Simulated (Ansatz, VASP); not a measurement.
## TiN in VASP and in Ansatz

```
Ti N
1.0
     0.00000    2.08596    2.08596
     2.08596    0.00000    2.08596
     2.08596    2.08596    0.00000
Ti N
1 1
Direct
  0.00000 0.00000 0.00000
  0.50000 0.50000 0.50000
```

Alike in both runs: task relaxation of cell and atoms; functional LDA; k mesh 16 × 16 × 16; occupations fermi-dirac, width 0.15 eV; no spin polarisation.

|  | VASP | Ansatz |
| --- | --- | --- |
| version | VASP 6.6.1 | Ansatz 0.2.0 |
| potentials or method | VASP PAW LDA potentials, release 64 (Ti_sv, N), cutoff 600 eV | scalar-relativistic, plane waves, PAW |
| valence electrons in the cell | 17 | 17 |

```tsv
	VASP	Ansatz	Ansatz less VASP
gap on the k mesh at the Fermi level, each at its own relaxed structure (eV)	none	none	-
relaxed volume (Å³/atom)	9.11	9.08	-0.029
relaxed cell length with the largest relative difference (Å)	2.954	2.951	-0.0031
```

Ansatz warns that its potentials were made for another functional, while VASP's fit it. LDA's correlation is that of Perdew and Zunger in VASP and of Perdew and Wang (1992) in Ansatz. A gap of «none» marks a metal or a gap that the smearing closes.
